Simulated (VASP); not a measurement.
A run of VASP 6.6.1:

Contents of INCAR:

```
SYSTEM = Ge
ALGO     = Normal         ! electronic algorithm
EDIFF    = 1E-6           ! SCF threshold, eV
ENCUT    = 520            ! plane-wave cutoff, eV
ISIF     = 2              ! what is computed and relaxed
ISMEAR   = -1             ! smearing method
LASPH    = .TRUE.         ! aspherical terms in the spheres
LCHARG   = .TRUE.         ! write CHGCAR
LELF     = .TRUE.         ! ELF
LREAL    = .FALSE.        ! projectors in reciprocal space
LVHAR    = .TRUE.       
LWAVE    = .FALSE.        ! write WAVECAR
NBANDS   = 21             ! bands
NELM     = 100            ! most SCF steps
PREC     = Accurate       ! precision mode
SIGMA    = 0.05           ! smearing width, eV
```

Contents of KPOINTS:

```
k-points
0
G
  2 2 2
  0 0 0
```

Contents of POSCAR:

```
Ge
1.0
    0.0000000000      2.8147752533      2.8147752533
    2.8147752533      0.0000000000      2.8147752533
    2.8147752533      2.8147752533      0.0000000000
Ge
2
Direct
    0.5000000000      0.5000000000      0.5000000000
    0.7500000000      0.7500000000      0.7500000000
```

Potentials or basis: VASP PAW LDA potentials, release 64 (Ge_d).

Run with:

```console
$ cat potpaw_LDA.64/Ge_d/POTCAR > POTCAR
$ mpirun -np 1 vasp_std > vasp.out
```

Hardware: 1 thread of Intel Xeon 8259CL (shared host).

Task: How long does it take, and how much memory?

Result: Run time: 8.5 s on 1 thread of Intel Xeon 8259CL, with other jobs on the host, peak memory 0.13 GiB. Counts: scf iterations 12, k points 3.
